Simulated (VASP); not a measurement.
A run of VASP 6.6.1 is set up as follows.

INCAR

```
PREC = Accurate ; ENCUT = 420
EDIFF = 1E-6 ; ISMEAR = 0
SIGMA = 0.03 ; LREAL = False
LASPH = True ; NELM = 120
ALGO = Normal ; ISIF = 2
LWAVE = False ; LCHARG = False
LDIPOL = True ; IDIPOL = 3
DIPOL = 0.5 0.5 0.294 ; GGA = PS
IVDW = 13 ; NBANDS = 11
GGA_COMPAT = False ; NELMDL = -8
```

The input KPOINTS:

```
regular mesh
0
Gamma
  12 12 1
```

File POSCAR:

```
BAs
1.0
    3.3562562082      0.0000000000      0.0000000000
   -1.6781281041      2.9066031379      0.0000000000
    0.0000000000      0.0000000000     23.8000000000
B As
1 1
Direct
    0.3333333333      0.6666666667      0.2941176471
    0.6666666667      0.3333333333      0.2941176471
```

Potentials or basis: VASP PAW PBE potentials, release 64 (B, As).

Launch:

```bash
$ cat potpaw_PBE.64/B/POTCAR potpaw_PBE.64/As/POTCAR > POTCAR
$ mpirun -np 1 vasp_std > vasp.out
```

**Question.** What does it give for the band gap on the k mesh?

**Answer.** 0.73 eV.

**Question.** What does it give for the dispersion energy per atom?

**Answer.** -0.075 eV.
